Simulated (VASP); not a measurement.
Here is a VASP 6.6.1 calculation.

Contents of POSCAR:

```
C
1.0
    1.2279074261     -3.5128087831      0.0000000000
    1.2279074261      3.5128087831      0.0000000000
    0.0000000000      0.0000000000      4.2545378769
C
4
Direct
    0.0000004964      0.9999995036      0.8332410159
    0.5000004964      0.4999995036      0.6667589841
    0.9999995036      0.0000004964      0.1667589841
    0.4999995036      0.5000004964      0.3332410159
```

The input INCAR.step1:

```
SYSTEM = C
  ALGO = Normal
  EDIFF = 1E-4
  ENCUT = 520
  GGA = PE
  ISMEAR = 0
  LASPH = .TRUE.
  LCHARG = .FALSE.
  LREAL = .FALSE.
  LWAVE = .TRUE.
  NBANDS = 16
  NELM = 100
  PREC = Accurate
  SIGMA = 0.1
```

Contents of INCAR.step2:

```
SYSTEM = C
  ALGO = Normal
  EDIFF = 1E-6
  ENCUT = 520
  ISIF = 2
  ISMEAR = 0
  ISTART = 1
  LASPH = .TRUE.
  LCHARG = .FALSE.
  LMIXTAU = .TRUE.
  LREAL = .FALSE.
  LWAVE = .FALSE.
  METAGGA = R2SCAN
  NBANDS = 16
  NELM = 100
  PREC = Accurate
  SIGMA = 0.1
```

Contents of KPOINTS:

```
k-points
0
G
  6 6 6
  0 0 0
```

Potentials or basis: VASP PAW PBE potentials, release 64 (C).

Command:

```sh
$ cat potpaw_PBE.64/C/POTCAR > POTCAR
$ cp INCAR.step1 INCAR
$ mpirun -np 1 vasp_std > vasp.out
$ cp INCAR.step2 INCAR
$ mpirun -np 1 vasp_std > vasp.out
```

Q: Predict the pressure.

A: 0.7 GPa.

Q: Estimate the band gap on the k mesh.

A: 0.18 eV.

Stress tensor (GPa, compression positive):
```
 1.13  0.00  0.00
 0.00 -0.24  0.00
 0.00  0.00  1.18
```

Caveat: the k points lie up to 0.45 Å⁻¹ apart; the PAW data sets were made with another functional, which shifts forces and pressure a little. A k mesh can miss the band edges.
